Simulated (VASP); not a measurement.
# Mo (P6_3/mmc) in VASP: notebook, part 2 of 2

VASP 6.6.1.

## (3) Single point, PBE

Contents of INCAR:

```
PREC = Accurate ; ENCUT = 520
EDIFF = 1E-6 ; ISMEAR = -1
SIGMA = 0.05 ; LREAL = F
LASPH = T ; NELM = 60
ALGO = Normal ; ISIF = 2
LWAVE = F ; LCHARG = F
GGA = PE ; NBANDS = 21
```

Contents of KPOINTS:

```
Automatic mesh
0
Gamma
  17 17 9
```

Contents of POSCAR:

```
Mo
1.0
    2.7563983769      0.0000000000      0.0000000000
   -1.3781991884      2.3871110173      0.0000000000
    0.0000000000      0.0000000000      4.8984419390
Mo
2
Direct
    0.3333333333      0.6666666667      0.2500000000
    0.6666666667      0.3333333333      0.7500000000
```

Potentials or basis: VASP PAW PBE potentials, release 64 (Mo_sv).

Launch:

```
cat potpaw_PBE.64/Mo_sv/POTCAR > POTCAR
mpirun -np 1 vasp_std > vasp.out
```

OUTCAR:

```text
PREC = Accurate
   ENCUT = 520
   EDIFF = 1E-6
   ISMEAR = -1
   LREAL = F
   LASPH = T
   NELM = 60
   ISIF = 2
   GGA = PE

 ion  position               nearest neighbor table
   1  0.333  0.667  0.250-   2 2.92   2 2.92   2 2.92   2 2.92   2 2.92   2 2.92
   2  0.667  0.333  0.750-   1 2.92   1 2.92   1 2.92   1 2.92   1 2.92   1 2.92

  LATTYP: Found a hexagonal cell.
 ALAT       =     2.7563983769
 C/A-ratio  =     1.7771168275

  Lattice vectors:

 A1 = (   2.7563983769,   0.0000000000,   0.0000000000)
 A2 = (  -1.3781991884,   2.3871110173,   0.0000000000)
 A3 = (   0.0000000000,   0.0000000000,   4.8984419390)

Analysis of symmetry for initial positions (statically):
=====================================================================
 Subroutine PRICEL returns:
 Original cell was already a primitive cell.

 Routine SETGRP: Setting up the symmetry group for a
 hexagonal supercell.

 Subroutine GETGRP returns: Found 24 space group operations
 (whereof 12 operations were pure point group operations)
 out of a pool of 24 trial point group operations.

[... 160 lines left out ...]
  free energy    TOTEN  =       -21.00874332 eV

  energy without entropy =      -20.98779529  energy(sigma->0) =      -20.99826931

 E-fermi :  11.8140     XC(G=0): -13.1961

 val. band max:       11.8059402224   @ k =   0.3529   0.0588   0.1111
 cond. band min:      11.8164252080   @ k =   0.1176  -0.0000   0.3333
 fundamental gap:      0.0104849855
 Fermi energy:        11.8140221227

 k-point     1 :       0.0000    0.0000    0.0000
  band No.  band energies     occupation
      1     -49.0418      2.00000
      2     -48.8872      2.00000
      3     -23.5964      2.00000
      4     -22.5567      2.00000
      5     -22.3929      2.00000
      6     -22.3929      2.00000
[... 565 lines left out ...]
     20      20.7950      0.00000
     21      21.0623      0.00000

 [... further k-points ...]

------------------------ aborting loop because EDIFF is reached ----------------------------------------

  FORCE on cell =-STRESS in cart. coord.  units (eV):
  Direction    XX          YY          ZZ          XY          YZ          ZX
  --------------------------------------------------------------------------------------
  -------------------------------------------------------------------------------------
  Total        0.0981230      0.0981230      0.0668009      0.0000000     -0.0000000      0.0000000
  in kB        4.8776276      4.8776276      3.3206295      0.0000000     -0.0000000      0.0000000
  external PRESSURE =       4.3586282 kB  Pullay stress =       0.0000000 kB

 VOLUME and BASIS-vectors are now :
 -----------------------------------------------------------------------------
  energy-cutoff  :      520.00
  volume of cell :       32.23
      direct lattice vectors                 reciprocal lattice vectors
     2.756398377  0.000000000  0.000000000     0.362792261  0.209458210  0.000000000
    -1.378199188  2.387111017  0.000000000     0.000000000  0.418916419  0.000000000
     0.000000000  0.000000000  4.898441939     0.000000000  0.000000000  0.204146545

 POSITION                                       TOTAL-FORCE (eV/Angst)
 -----------------------------------------------------------------------------------
     -0.00000      1.59141      1.22461         0.000000      0.000000      0.000000
      1.37820      0.79570      3.67383        -0.000000     -0.000000      0.000000
 -----------------------------------------------------------------------------------
    total drift:                                0.000000     -0.000000      0.000000

  FREE ENERGIE OF THE ION-ELECTRON SYSTEM (eV)
  ---------------------------------------------------
  free  energy   TOTEN  =       -21.0087433230 eV

  energy  without entropy=      -20.9877952903  energy(sigma->0) =      -20.99826931
```

OSZICAR:

```text
N       E                     dE             d eps       ncg     rms          rms(c)
DAV:   1     0.296749080828E+03    0.29675E+03   -0.18046E+04  6970   0.140E+03
DAV:   2    -0.157933589936E+02   -0.31254E+03   -0.30462E+03  7781   0.442E+02
DAV:   3    -0.221989002139E+02   -0.64055E+01   -0.62959E+01  7892   0.645E+01
DAV:   4    -0.222312326260E+02   -0.32332E-01   -0.32304E-01  7550   0.483E+00
DAV:   5    -0.222314574057E+02   -0.22478E-03   -0.22477E-03  8009   0.389E-01    0.189E+01
DAV:   6    -0.211606299954E+02    0.10708E+01   -0.20531E+00  7545   0.124E+01    0.514E+00
DAV:   7    -0.210169858886E+02    0.14364E+00   -0.39715E-01  7995   0.495E+00    0.111E+00
DAV:   8    -0.210086703535E+02    0.83155E-02   -0.93646E-03  7300   0.884E-01    0.255E-01
DAV:   9    -0.210087154534E+02   -0.45100E-04   -0.34435E-04  8358   0.186E-01    0.892E-02
DAV:  10    -0.210087416358E+02   -0.26182E-04   -0.26189E-05  7450   0.462E-02    0.151E-02
DAV:  11    -0.210087435299E+02   -0.18941E-05   -0.32767E-06  6600   0.164E-02    0.492E-03
DAV:  12    -0.210087433230E+02    0.20693E-06   -0.17620E-07  4015   0.445E-03
   1 F= -.21008743E+02 E0= -.20998269E+02  d E =-.209480E-01
```

Run time: 2.3 min. Hardware: 1 thread of Intel Xeon 8259CL, shared host; peak memory 0.22 GiB.

What came out:

```yaml
Free_energy: -21.0087 eV
Pressure: 0.4 GPa
Band_gap_on_the_k_mesh: zero (bands 14 and 15 overlap by 1.81 eV)
```

Stress tensor (GPa, compression positive):
```
0.49 0.00 0.00
0.00 0.49 0.00
0.00 0.00 0.33
```

Levels at points of the mesh, in eV from the Fermi level:
| k point | band 11 | band 12 | band 13 | band 14 | band 15 | band 16 | band 17 | band 18 |
| --- | --- | --- | --- | --- | --- | --- | --- | --- |
| (0.00, 0.00, 0.00) | -1.71 | -0.64 | -0.64 | -0.15 | -0.15 | 0.60 | 1.45 | 1.45 |

## (4) Relaxation of cell and atoms, PBE

This run uses another cell than the first one, of 15.82 Å³/atom.

Contents of INCAR:

```
ALGO = Normal ; EDIFF = 1E-6
EDIFFG = -0.005 ; ENCUT = 600
GGA = PE ; IBRION = 2
ISIF = 3 ; ISMEAR = -1
LASPH = True ; LCHARG = False
LREAL = False ; LWAVE = False
NELM = 100 ; NSW = 60
PREC = Accurate ; SIGMA = 0.05
```

Contents of KPOINTS:

```
k-points
0
Gamma
  17 17 9
```

Contents of POSCAR:

```
Mo
1.0
    2.8252342238      0.0000000000      0.0000000000
   -1.4126171119      2.4467246095      0.0000000000
    0.0000000000      0.0000000000      4.5768794426
Mo
2
Direct
    0.3333333333      0.6666666667      0.2500000000
    0.6666666667      0.3333333333      0.7500000000
```

Launch:

```
cat potpaw_PBE.64/Mo_sv/POTCAR > POTCAR
mpirun -np 1 vasp_std > vasp.out
```

It took 15 min on 1 thread of Intel Xeon 8259CL, shared host; peak memory 0.25 GiB.

Results (log left out):

| Item | Value |
| --- | --- |
| Free energy | -21.0082 eV |
| Relaxed volume | 16.14 Å³/atom |
| Relaxed cell | a = 2.758 Å, b = 2.758 Å, c = 4.899 Å, α = 90.00°, β = 90.00°, γ = 120.00° |
| Space group after relaxing (to 0.1 Å) | P6_3/mmc (No. 194) |
| Energy gained by relaxing | 34.1 meV/atom |
| Ionic steps | 12 |
| Pressure after relaxing | 0.0 GPa |
| Band gap on the k mesh | zero (bands 14 and 15 overlap by 1.81 eV) |

Step by step:
| step | energy change (eV) | largest force (eV/Å) | pressure (GPa) | volume (Å³) |
| --- | --- | --- | --- | --- |
| 1 | 0.0000 | 0.0000 | 3.08 | 31.64 |
| 2 | 0.0081 | 0.0000 | -6.73 | 33.05 |
| 3 | -0.0065 | 0.0000 | -1.03 | 32.19 |
| 4 | -0.0252 | 0.0000 | -1.73 | 32.34 |
| 5 | -0.0626 | 0.0000 | -2.68 | 32.71 |
| 6 | -0.0633 | 0.0000 | -2.63 | 32.60 |
| 7 | -0.0649 | 0.0000 | -2.70 | 32.65 |
| 8 | -0.0501 | 0.0000 | 5.39 | 31.68 |
| 9 | -0.0677 | 0.0000 | -0.51 | 32.37 |
| 10 | -0.0682 | 0.0000 | 0.03 | 32.27 |
| 11 | -0.0682 | 0.0000 | -0.06 | 32.28 |
| 12 | -0.0682 | 0.0000 | -0.02 | 32.28 |

Final structure:
```
Mo
1.0
     2.75826    0.00000    0.00000
    -1.37913    2.38872    0.00000
     0.00000    0.00000    4.89941
Mo
2
Direct
  0.33333 0.66667 0.25000
  0.66667 0.33333 0.75000
```

Levels at points of the mesh, in eV from the Fermi level:
| k point | band 10 | band 11 | band 12 | band 13 | band 14 | band 15 | band 16 | band 17 | band 18 |
| --- | --- | --- | --- | --- | --- | --- | --- | --- | --- |
| (0.00, 0.00, 0.00) | -4.70 | -1.70 | -0.64 | -0.64 | -0.15 | -0.15 | 0.60 | 1.44 | 1.44 |

## (5) Relaxation of cell and atoms, PBE

Contents of INCAR:

```
SYSTEM = Mo
ALGO     = Normal         ! electronic algorithm
EDIFF    = 1E-6           ! SCF threshold, eV
EDIFFG   = -0.005         ! ionic threshold
ENCUT    = 600            ! plane-wave cutoff, eV
GGA      = PE             ! functional
IBRION   = 2              ! ionic algorithm
ISIF     = 3              ! what is computed and relaxed
ISMEAR   = -1             ! smearing method
LASPH    = .TRUE.         ! aspherical terms in the spheres
LCHARG   = .FALSE.        ! write CHGCAR
LREAL    = .FALSE.        ! projectors in reciprocal space
LWAVE    = .FALSE.        ! write WAVECAR
NELM     = 100            ! most SCF steps
NSW      = 45             ! ionic steps
PREC     = Accurate       ! precision mode
SIGMA    = 0.05           ! smearing width, eV
```

Contents of KPOINTS:

```
k-points
0
G
  17 17 9
  0 0 0
```

Contents of POSCAR:

```
Mo
1.0
    2.7564605642      0.0000000000      0.0000000000
   -1.3782302821      2.3871648732      0.0000000000
    0.0000000000      0.0000000000      4.8975145396
Mo
2
Direct
    0.3333333333      0.6666666667      0.2500000000
    0.6666666667      0.3333333333      0.7500000000
```

Launch:

```
cat potpaw_PBE.64/Mo_sv/POTCAR > POTCAR
mpirun -np 1 vasp_std > vasp.out
```

Run time: 4.4 min. Hardware: 1 thread of Intel Xeon 8259CL, shared host; peak memory 0.24 GiB.

It converged, with:

* Free energy: -21.0088 eV
* Relaxed volume: 16.14 Å³/atom
* Relaxed cell: a = 2.758 Å, b = 2.758 Å, c = 4.900 Å, α = 90.00°, β = 90.00°, γ = 120.00°
* Space group after relaxing (to 0.1 Å): P6_3/mmc (No. 194)
* Energy gained by relaxing: 0.0 meV/atom
* Ionic steps: 3
* Pressure after relaxing: 0.0 GPa
* Band gap on the k mesh: zero (bands 14 and 15 overlap by 1.81 eV)

Final structure:
```
Mo
1.0
     2.75797    0.00000    0.00000
    -1.37898    2.38847    0.00000
     0.00000    0.00000    4.89952
Mo
2
Direct
  0.33333 0.66667 0.25000
  0.66667 0.33333 0.75000
```

Levels at points of the mesh, in eV from the Fermi level:
```csv
k point,band 10,band 11,band 12,band 13,band 14,band 15,band 16,band 17,band 18
"(0.00, 0.00, 0.00)",-4.70,-1.70,-0.64,-0.64,-0.15,-0.15,0.60,1.45,1.45
```

## (6) Summary

| task | cell | cutoff (eV) | gap on the mesh (eV) | pressure (GPa) | relaxed volume (Å³/atom) |
| --- | --- | --- | --- | --- | --- |
| single point | a = 2.756, b = 2.756, c = 4.898 Å, angles 90.0, 90.0, 120.0°, 2 atoms | 520 | none | 0.4 | - |
| relaxation of cell and atoms | relaxed from a = 2.825, b = 2.825, c = 4.577 Å, angles 90.0, 90.0, 120.0°, 2 atoms | 600 | none | 0.0 | 16.14 |
| relaxation of cell and atoms | relaxed from a = 2.756, b = 2.756, c = 4.898 Å, angles 90.0, 90.0, 120.0°, 2 atoms | 600 | none | 0.0 | 16.14 |

Alike in all rows: level PBE; potentials or basis VASP PAW PBE potentials, release 64 (Mo_sv); no spin polarisation; k mesh 17 × 17 × 9; smearing fermi-dirac 0.05 eV.

Absolute energies hang on the potentials; compare differences alone.
